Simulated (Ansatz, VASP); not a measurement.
# Two plane-wave programs on Au

INCAR

```
SYSTEM = Au
AGGAC = 1.0 ; AGGAX = 1.0
ALDAC = 0.0 ; ALDAX = 1.0
ALGO = Normal ; EDIFF = 1E-6
EDIFFG = -0.01 ; ENCUT = 600
GGA = B5 ; IBRION = 2
ISIF = 3 ; ISMEAR = -1
IVDW = 12 ; LASPH = .True.
LCHARG = .False. ; LREAL = .False.
LWAVE = .False. ; NELM = 100
NSW = 60 ; PREC = Accurate
SIGMA = 0.05 ; VDW_A1 = 0.4298
VDW_A2 = 4.2359 ; VDW_S6 = 1.0
VDW_S8 = 2.6996
```

The input KPOINTS:

```
k-points
0
Gamma
  11 11 11
  0 0 0
```

File POSCAR:

```
Au
1.0
   -1.6572690000      1.6572690000      1.6572690000
    1.6572690000     -1.6572690000      1.6572690000
    1.6572690000      1.6572690000     -1.6572690000
Au
1
Direct
    0.0000000000      0.0000000000      0.0000000000
```

File input.yaml:

```yaml
crystal:
  lattice:
    - [-1.657269, 1.657269, 1.657269]
    - [1.657269, -1.657269, 1.657269]
    - [1.657269, 1.657269, -1.657269]
  atoms:
    - { symbol: Au, position: [0.0, 0.0, 0.0] }
hamiltonian:
  xc: blyp
  pseudopotentials: { kind: paw }
  dispersion: d3bj
kpoints:
  mp_grid: { grid: [11, 11, 11] }
scf:
  occupations: { method: fermi_dirac, width: 0.05 }
output:
  forces: true
  stress: true
  eigenvalues: true
relax:
  f_tol: 0.01
  max_steps: 40
  cell: { stress_tol: 0.05 }
```

Alike in both runs: task relaxation of cell and atoms; functional BLYP; dispersion D3(BJ); k mesh 11 × 11 × 11; occupations fermi-dirac, width 0.05 eV; no spin polarisation.

```csv
,VASP,Ansatz
version,VASP 6.6.1,Ansatz 0.2.0
potentials or method,"VASP PAW PBE potentials, release 64 (Au)",Ansatz PAW
plane-wave cutoff (eV),600,420
valence electrons in the cell,11,19
```

```tsv
	VASP	Ansatz	Ansatz less VASP
gap on the k mesh at the Fermi level, each at its own relaxed structure (eV)	none	none	-
relaxed volume (Å³/atom)	17.80	17.70	-0.104
relaxed cell length with the largest relative difference (Å)	2.849	2.843	-0.0056
```

VASP's potentials were made for PBE, not for BLYP. A gap of «none» marks a metal or a gap that the smearing closes. VASP's potentials hold 11 valence electrons a cell and Ansatz's 19, so a difference there can come from the potentials and not from the codes.

Spin-orbit coupling is off throughout. Noted on Ansatz's run: the plane-wave basis is chosen anew once the cell has moved, so the energies of steps on either side of that aren't comparable.
